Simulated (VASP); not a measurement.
A run of VASP 6.6.1 is set up as follows.

INCAR

```
  ALGO = Normal
  EDIFF = 1E-7
  ENCUT = 520
  GGA = PE
  ISIF = 2
  ISMEAR = 0
  LASPH = T
  LCHARG = F
  LREAL = F
  LWAVE = F
  NBANDS = 21
  NELM = 100
  PREC = Accurate
  SIGMA = 0.05
```

The input KPOINTS:

```
k-points
0
Gamma
  14 14 14
```

Contents of POSCAR:

```
Ge
1.0
    0.0000000000      2.8300000000      2.8300000000
    2.8300000000      0.0000000000      2.8300000000
    2.8300000000      2.8300000000      0.0000000000
Ge
2
Direct
    0.5000000000      0.5000000000      0.5000000000
    0.7500000000      0.7500000000      0.7500000000
```

Potentials or basis: VASP PAW PBE potentials, release 64 (Ge_d).

Command:

```sh
$ cat potpaw_PBE.64/Ge_d/POTCAR > POTCAR
$ mpirun -np 1 vasp_std > vasp.out
```

Question: Estimate the pressure.

Answer: 3.5 GPa.

Caveat: the cell stands under pressure.
